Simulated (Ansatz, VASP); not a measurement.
This is a calculation of MnS for Ansatz 0.2.0.

The input input.yaml:

```yaml
crystal:
  lattice:
    - [0.0, 2.6045, 2.6045]
    - [2.6045, 0.0, 2.6045]
    - [2.6045, 2.6045, 0.0]
  atoms:
    - { symbol: Mn, position: [0.0, 0.0, 0.0] }
    - { symbol: S, position: [0.5, 0.5, 0.5] }
hamiltonian:
  xc: pbe
  pseudopotentials: { kind: paw }
kpoints:
  mp_grid: { grid: [9, 9, 9] }
scf:
  occupations: { method: fermi_dirac, width: 0.05 }
output:
  forces: true
  stress: true
  eigenvalues: true
```

Potentials or basis: Ansatz PAW.

Launch:

```console
$ ansatz run input.yaml --threads 2 --pin off --max-ram 5632MiB --backend cpu --events-out ev --progress --plain --runs-dir out
```

Problem. Translate it to VASP 6.6.1. Potentials there: VASP PAW PBE potentials, release 64 (Mn_pv, S).

Solution. As run (the cutoff follows the program's own potentials):

Contents of INCAR:

```
SYSTEM = MnS
PREC = Accurate
ENCUT = 520
EDIFF = 1E-6
ISMEAR = -1
SIGMA = 0.05
LREAL = .False.
LASPH = .True.
NELM = 60
ALGO = Normal
ISIF = 2
LWAVE = .False.
LCHARG = .False.
GGA = PE
NBANDS = 16
```

File KPOINTS:

```
regular mesh
0
Gamma
  9 9 9
  0 0 0
```

The input POSCAR:

```
MnS
1.0
    0.0000000000      2.6045000000      2.6045000000
    2.6045000000      0.0000000000      2.6045000000
    2.6045000000      2.6045000000      0.0000000000
Mn S
1 1
Direct
    0.0000000000      0.0000000000      0.0000000000
    0.5000000000      0.5000000000      0.5000000000
```

Potentials or basis: VASP PAW PBE potentials, release 64 (Mn_pv, S).

Run with:

```sh
$ cat potpaw_PBE.64/Mn_pv/POTCAR potpaw_PBE.64/S/POTCAR > POTCAR
$ mpirun -np 1 vasp_std > vasp.out
```

Both were run:

|  | VASP | Ansatz | Ansatz less VASP |
| --- | --- | --- | --- |
| gap on the k mesh at the Fermi level (eV) | none | none | - |
| pressure (GPa) | -23.2 | -23.3 | -0.09 |

A gap of «none» marks a metal or a gap that the smearing closes. The functional is the same, so the differences come from potentials, cutoffs and numerics. VASP's potentials hold 19 valence electrons a cell and Ansatz's 21, so a difference there can come from the potentials and not from the codes.
